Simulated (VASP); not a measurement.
Here is a VASP 6.6.1 calculation.

File INCAR:

```
  PREC = Accurate
  ENCUT = 500
  EDIFF = 1E-6
  ISMEAR = 1
  SIGMA = 0.2
  LREAL = F
  LASPH = T
  NELM = 120
  ALGO = Normal
  ISIF = 2
  LWAVE = F
  LCHARG = F
  GGA = PE
  NBANDS = 26
  GGA_COMPAT = F
```

File KPOINTS:

```
Automatic mesh
0
Gamma
  6 6 4
```

POSCAR

```
CdSe
1.0
    4.6022437423      0.0000000000      0.0000000000
   -2.3011218711      3.9856599953      0.0000000000
    0.0000000000      0.0000000000      6.0016225389
Cd Se
2 2
Direct
    0.3333333333      0.6666666667      0.2500000000
    0.6666666667      0.3333333333      0.7500000000
    0.6666666667      0.3333333333      0.2500000000
    0.3333333333      0.6666666667      0.7500000000
```

Potentials or basis: VASP PAW PBE potentials, release 64 (Cd, Se).

The run is started by

```console
$ cat potpaw_PBE.64/Cd/POTCAR potpaw_PBE.64/Se/POTCAR > POTCAR
$ mpirun -np 1 vasp_std > vasp.out
```

(1) Estimate the band gap on the k mesh.

(2) Estimate the pressure.

Results:

(1) 0.23 eV, indirect (least direct gap 0.43 eV).

(2) 1.7 GPa.
